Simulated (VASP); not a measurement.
The system is MgZn4O.

```
CELL_PARAMETERS angstrom
0.00000 3.37495 3.37495
3.37495 0.00000 3.37495
3.37495 3.37495 0.00000
ATOMIC_POSITIONS crystal
Mg 0.25000 0.25000 0.25000
Zn 0.12500 0.62500 0.62500
Zn 0.62500 0.62500 0.62500
Zn 0.62500 0.12500 0.62500
Zn 0.62500 0.62500 0.12500
O 0.00000 0.00000 0.00000
```

| Property | Result |
| --- | --- |
| Program | VASP 6.6.1 |
| Task | relaxation of cell and atoms |
| Functional | PBE |
| Potentials or basis | VASP PAW PBE potentials, release 64 (Mg, Zn, O) |
| Cutoff | 600 eV |
| k mesh | 4 × 4 × 4 |
| Occupations | gaussian, width 0.2 eV |
| Spin | no spin polarisation |

At the start: pressure 22.4 GPa; volume 12.81 Å³/atom.

Where does the relaxation end?

Over 3 steps the energy falls by 170.1 meV/atom and the volume is 15.74 Å³/atom (+22.8 %); space group F-43m (No. 216, to 0.05 Å).

Step by step:
```
step  energy change (eV)  largest force (eV/Å)  pressure (GPa)  volume (Å³)
   1              0.0000                0.0064           22.45        76.88
   2             -0.9901                0.0040           -2.42        98.64
   3             -1.0208                0.0049            0.23        94.41
```

Final structure:
```xyz
6
Lattice="0.0000 3.6141 3.6141 3.6141 0.0000 3.6141 3.6141 3.6141 0.0000" Properties=species:S:1:pos:R:3 pbc="T T T"
Mg    1.8070    1.8070    1.8070
Zn    4.5178    2.7104    2.7104
Zn    4.5178    4.5178    4.5178
Zn    2.7104    4.5178    2.7104
Zn    2.7104    2.7104    4.5178
O     0.0000    0.0000    0.0000
```

Caveat: the k points lie up to 0.38 Å⁻¹ apart in the final cell; the volume moved by over 15 % at a fixed basis, so the end points are rough.
